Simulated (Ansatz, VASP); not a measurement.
**Li in VASP and in Ansatz**

The input INCAR:

```
SYSTEM = Li
PREC = Accurate
ENCUT = 600
EDIFF = 1E-6
ISMEAR = -1
SIGMA = 0.1
LREAL = .FALSE.
LASPH = .TRUE.
NELM = 80
ALGO = Normal
ISIF = 3
LWAVE = .FALSE.
LCHARG = .FALSE.
GGA = RE
IBRION = 2
NSW = 80
EDIFFG = -0.01
```

KPOINTS

```
Automatic mesh
0
G
  12 12 6
  0 0 0
```

File POSCAR:

```
Li
1.0
    3.1264265076      0.0000000000      0.0000000000
   -1.5632132538      2.7075647787      0.0000000000
    0.0000000000      0.0000000000      5.1054544869
Li
2
Direct
    0.3333333333      0.6666666667      0.2500000000
    0.6666666667      0.3333333333      0.7500000000
```

Input for Ansatz:

```yaml
crystal:
  lattice:
    - [3.1264265076, 0.0, 0.0]
    - [-1.5632132538, 2.7075647787, 0.0]
    - [0.0, 0.0, 5.1054544869]
  atoms:
    - { symbol: Li, position: [0.3333333333, 0.6666666667, 0.25] }
    - { symbol: Li, position: [0.6666666667, 0.3333333333, 0.75] }
hamiltonian:
  xc: revpbe
  pseudopotentials:
    kind: paw
    azcp:
      Li: "pseudopotentials/Li.paw.azcp"
basis:
  ecutwfc: 420
  fft_grid_basis: typed
kpoints:
  mp_grid: { grid: [12, 12, 6], shift: [0, 0, 0] }
magnetization:
  spin_polarized: false
scf:
  occupations: { method: fermi_dirac, width: 0.1 }
relax:
  max_steps: 60
  f_tol: 0.01
  cell: {}
```

Alike in both runs: task relaxation of cell and atoms; functional revPBE; k mesh 12 × 12 × 6; occupations fermi-dirac, width 0.1 eV; no spin polarisation.

|  | VASP | Ansatz |
| --- | --- | --- |
| version | VASP 6.6.1 | Ansatz 0.2.0 |
| potentials or method | VASP PAW PBE potentials, release 64 (Li_sv), cutoff 600 eV | plane waves (420 eV) with PAW, scalar-relativistic |
| valence electrons in the cell | 6 | 6 |

```tsv
	VASP	Ansatz	Ansatz less VASP
relaxed volume (Å³/atom)	20.93	21.14	+0.206
relaxed cell length with the largest relative difference (Å)	3.094	3.105	+0.0105
```

VASP's potentials were made for PBE, not for revPBE.

Noted on VASP's run: the cutoff is short for stress, so the pressure is rough.
